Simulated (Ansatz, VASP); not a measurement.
# Li3H in VASP and in Ansatz

INCAR

```
PREC = Accurate
ENCUT = 600
EDIFF = 1E-6
ISMEAR = 0
SIGMA = 0.1
LREAL = False
LASPH = True
NELM = 60
ALGO = Fast
ISIF = 3
LWAVE = False
LCHARG = False
GGA = PE
IBRION = 2
NSW = 100
EDIFFG = -0.01
```

The input KPOINTS:

```
Automatic mesh
0
Gamma
  12 12 12
```

Contents of POSCAR:

```
Li3H
1.0
    3.8662613382      0.0000000000      0.0000000000
    0.0000000000      3.8662613382      0.0000000000
    0.0000000000      0.0000000000      3.8662613382
Li H
3 1
Direct
    0.0000000000      0.5000000000      0.5000000000
    0.5000000000      0.0000000000      0.5000000000
    0.5000000000      0.5000000000      0.0000000000
    0.0000000000      0.0000000000      0.0000000000
```

Input for Ansatz:

```yaml
crystal:
  lattice:
    - [3.8662613382, 0.0, 0.0]
    - [0.0, 3.8662613382, 0.0]
    - [0.0, 0.0, 3.8662613382]
  atoms:
    - { symbol: Li, position: [0.0, 0.5, 0.5] }
    - { symbol: Li, position: [0.5, 0.0, 0.5] }
    - { symbol: Li, position: [0.5, 0.5, 0.0] }
    - { symbol: H, position: [0.0, 0.0, 0.0] }
basis:
  ecutwfc: 420
kpoints:
  mp_grid: { grid: [12, 12, 12] }
hamiltonian:
  xc: pbe
scf:
  occupations: { method: gaussian, width: 0.1 }
output:
  forces: true
  stress: true
  eigenvalues: true
relax:
  adjacent_minimum: "off"
  f_tol: 0.01
  max_steps: 80
  cell: { stress_tol: 0.05 }
```

Alike in both runs: task relaxation of cell and atoms; functional PBE; k mesh 12 × 12 × 12; occupations gaussian, width 0.1 eV; no spin polarisation.

|  | VASP | Ansatz |
| --- | --- | --- |
| version | VASP 6.6.1 | Ansatz 0.2.0 |
| potentials or method | VASP PAW PBE potentials, release 64 (Li_sv, H), cutoff 600 eV | scalar-relativistic, plane waves, PAW |
| valence electrons in the cell | 10 | 10 |

|  | VASP | Ansatz | Ansatz less VASP |
| --- | --- | --- | --- |
| gap on the k mesh at the Fermi level, each at its own relaxed structure (eV) | none | none | - |
| relaxed volume (Å³/atom) | 14.58 | 14.72 | +0.134 |
| relaxed length of the cell vector where the two differ most in proportion (Å) | 3.878 | 3.890 | +0.0118 |

A gap of «none» marks a metal or a gap that the smearing closes.

Noted on VASP's run: the cutoff is under 1.25 times that of the potentials, so the pressure is a little rough.
